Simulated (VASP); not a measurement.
A run of VASP 6.6.1 is set up as follows.

Contents of INCAR:

```
  PREC = Accurate
  ENCUT = 520
  EDIFF = 1E-6
  ISMEAR = 0
  SIGMA = 0.15
  LREAL = F
  LASPH = T
  NELM = 80
  ALGO = Normal
  ISIF = 2
  LWAVE = F
  LCHARG = T
  GGA = PS
  LELF = T
  LVHAR = T
  NBANDS = 12
```

KPOINTS

```
Automatic mesh
0
Gamma
  28 28 28
```

File POSCAR:

```
Ti
1.0
   -0.8516735153      1.7033470307      1.7033470307
    1.7033470307     -0.8516735153      1.7033470307
    1.7033470307      1.7033470307     -0.8516735153
Ti
1
Direct
    0.0000000000      0.0000000000      0.0000000000
```

Potentials or basis: VASP PAW PBE potentials, release 64 (Ti_sv).

Launch:

```console
$ cat potpaw_PBE.64/Ti_sv/POTCAR > POTCAR
$ mpirun -np 1 vasp_std > vasp.out
```

Task: What does it give for the pressure?

Result: 4.2 GPa.

Task: What does it give for the band gap on the k mesh?

Result: Zero (band 6 reaches 9.32 eV, above the bottom of band 7 at 6.93 eV).

Caveat: the PAW data sets were made with another functional, which shifts forces and pressure a little.
